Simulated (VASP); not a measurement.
Wanted: the native input for a VASP 6.6.1 run.

| Quantity | Value |
| --- | --- |
| Task | single point |
| Functional | PBE |
| Potentials or basis | VASP PAW PBE potentials, release 64 (Pt, Si, Ag) |
| Cutoff | 520 eV |
| k mesh | 9 × 9 × 9 |
| Occupations | fermi-dirac, width 0.141 eV |
| Spin | no spin polarisation |
| Dipole correction | no |
| Further INCAR settings | ALGO = Normal; EDIFF = 1e-07; NBANDS = 28 |

The structure of Si2Ag2Pt lies in POSCAR:

```
Si2Ag2Pt
1.0
    0.0000000000      3.9688150000      0.0000000000
    3.9688150000      0.0000000000      0.0000000000
    1.9844080000      1.9844080000     -5.1521180000
Pt Si Ag
1 2 2
Direct
    0.0000000000      0.0000000000      0.0000000000
    0.3963000000      0.3963000000      0.2074000000
    0.6037000000      0.6037000000      0.7926000000
    0.7500000000      0.2500000000      0.5000000000
    0.2500000000      0.7500000000      0.5000000000
```

One way to write it, as run:

INCAR

```
PREC     = Accurate       # precision mode
ENCUT    = 520            # plane-wave cutoff, eV
EDIFF    = 1E-7           # SCF threshold, eV
ISMEAR   = -1             # smearing method
SIGMA    = 0.141          # smearing width, eV
LREAL    = F              # projectors in reciprocal space
LASPH    = T              # aspherical terms in the spheres
NELM     = 100            # most SCF steps
ALGO     = Normal         # electronic algorithm
ISIF     = 2              # what is computed and relaxed
LWAVE    = F              # write WAVECAR
LCHARG   = F              # write CHGCAR
GGA      = PE             # functional
NBANDS   = 28             # bands
```

KPOINTS

```
Automatic mesh
0
Gamma
  9 9 9
```

Potentials or basis: VASP PAW PBE potentials, release 64 (Pt, Si, Ag).

Command:

```console
$ cat potpaw_PBE.64/Pt/POTCAR potpaw_PBE.64/Si/POTCAR potpaw_PBE.64/Ag/POTCAR > POTCAR
$ mpirun -np 1 vasp_std > vasp.out
```

Results of the run:

| Property | Result |
| --- | --- |
| Pressure | 8.3 GPa |
| Largest force | 0.632 eV/Å |
| Band gap on the k mesh | zero (bands 20 and 21 overlap by 1.25 eV) |

Caveat: the cell stands under pressure; spin-orbit coupling is left out, which moves the levels of the heavy elements.

Wall time 2.1 min on 1 thread of AMD EPYC 7R13 Processor (Zen 3) (shared host), peak memory 0.28 GiB.
